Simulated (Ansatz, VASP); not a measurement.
## LaTiH3: VASP beside Ansatz

```
La Ti H
1.0
     4.29469    0.00000    0.00000
     0.00000    4.29469    0.00000
     0.00000    0.00000    3.84854
La Ti H
1 1 3
Cartesian
  0.0000 0.0000 0.0000
  2.1473 2.1473 0.0000
  0.0000 2.1473 1.9243
  2.1473 0.0000 1.9243
  0.0000 0.0000 1.9243
```

Alike in both runs: functional PBE; k mesh 4 × 4 × 4; occupations gaussian, width 0.1 eV; no spin polarisation.

Ansatz relaxed the structure, and its values are those at the end. VASP's run is a single point on that final structure, the one shown.

|  | VASP | Ansatz |
| --- | --- | --- |
| version | VASP 6.6.1 | Ansatz 0.2.0 |
| potentials or method | VASP PAW PBE potentials, release 64 (La, Ti_sv, H), cutoff 520 eV | scalar-relativistic, plane waves, PAW |
| valence electrons in the cell | 26 | 26 |

|  | VASP | Ansatz | Ansatz less VASP |
| --- | --- | --- | --- |
| gap on the k mesh at the Fermi level (eV) | none | none | - |
| pressure (GPa) | 0.1 | 0.1 | +0.03 |

A gap of «none» marks a metal or a gap that the smearing closes. The functional is the same, so the differences come from potentials, cutoffs and numerics.

The k mesh is coarse, so the values compare programs but aren't converged. Spin-orbit coupling is off throughout.
